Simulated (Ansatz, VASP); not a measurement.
One calculation of Ge, two programs

```xyz
2
Lattice="0.0000 2.8289 2.8289 2.8289 0.0000 2.8289 2.8289 2.8289 0.0000" Properties=species:S:1:pos:R:3 pbc="T T T"
Ge    0.0000    0.0000    0.0000
Ge    1.4145    1.4145    1.4145
```

Change from the starting cell: shortest bond scaled by 1, PAW files.

Alike in both runs: task electric field gradients; functional r2SCAN; k mesh 9 × 9 × 9; occupations fermi-dirac, width 0.05 eV; no spin polarisation.

```csv
,VASP,Ansatz
version,VASP 6.6.1,Ansatz 0.2.0
potentials or method,"VASP PAW PBE potentials, release 64 (Ge_d)","PAW with Ansatz's default frozen-core files, scalar-relativistic"
plane-wave cutoff (eV),520,500
valence electrons in the cell,28,28
```

Ansatz gave:

- pressure (GPa): 0.6

Question: Estimate VASP's values.

Answer: Pressure (GPa): 0.7.

VASP's potentials were made for PBE, not for r2SCAN. With one functional, cell and mesh, what is left measures potentials, basis and numerics.
